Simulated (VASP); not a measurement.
Input of a VASP 6.6.1 run:

The input POSCAR:

```
CaS
1.0
    0.0000000000      2.8430011916      2.8430011916
    2.8430011916      0.0000000000      2.8430011916
    2.8430011916      2.8430011916      0.0000000000
Ca S
1 1
Direct
    0.5000000000      0.5000000000      0.5000000000
    0.0000000000      0.0000000000      0.0000000000
```

INCAR.step1

```
ALGO     = Normal         # electronic algorithm
EDIFF    = 1E-5           # SCF threshold, eV
ENCUT    = 400            # plane-wave cutoff, eV
GGA      = PE             # functional
GGA_COMPAT= False        
ISIF     = 2              # what is computed and relaxed
ISMEAR   = 0              # smearing method
LASPH    = True           # aspherical terms in the spheres
LCHARG   = False          # write CHGCAR
LREAL    = False          # projectors in reciprocal space
LWAVE    = True           # write WAVECAR
NBANDS   = 15             # bands
NELM     = 120            # most SCF steps
PREC     = Accurate       # precision mode
SIGMA    = 0.05           # smearing width, eV
```

File INCAR.step2:

```
AEXX     = 0.2            # exact-exchange fraction
ALGO     = Normal         # electronic algorithm
EDIFF    = 1E-6           # SCF threshold, eV
ENCUT    = 400            # plane-wave cutoff, eV
GGA      = PE             # functional
GGA_COMPAT= False        
HFSCREEN = 0.20787        # screening, 1/A
ISIF     = 2              # what is computed and relaxed
ISMEAR   = 0              # smearing method
ISTART   = 1            
LASPH    = True           # aspherical terms in the spheres
LCHARG   = False          # write CHGCAR
LHFCALC  = True           # exact exchange
LREAL    = False          # projectors in reciprocal space
LWAVE    = False          # write WAVECAR
NBANDS   = 15             # bands
NELM     = 120            # most SCF steps
PREC     = Accurate       # precision mode
PRECFOCK = Normal       
SIGMA    = 0.05           # smearing width, eV
```

Contents of KPOINTS:

```
k-points
0
Gamma
  4 4 4
```

Potentials or basis: VASP PAW PBE potentials, release 64 (Ca_sv, S).

Launch:

```sh
$ cat potpaw_PBE.64/Ca_sv/POTCAR potpaw_PBE.64/S/POTCAR > POTCAR
$ cp INCAR.step1 INCAR
$ mpirun -np 1 vasp_std > vasp.out
$ cp INCAR.step2 INCAR
$ mpirun -np 1 vasp_std > vasp.out
```

(1) What does it give for the band gap on the k mesh?

(2) Predict the pressure.

Results:

(1) 3.18 eV (least direct gap 4.07 eV).

(2) 0.7 GPa.

Caveat: the k points lie up to 0.48 Å⁻¹ apart; the PAW data sets were made with another functional, which shifts forces and pressure a little.
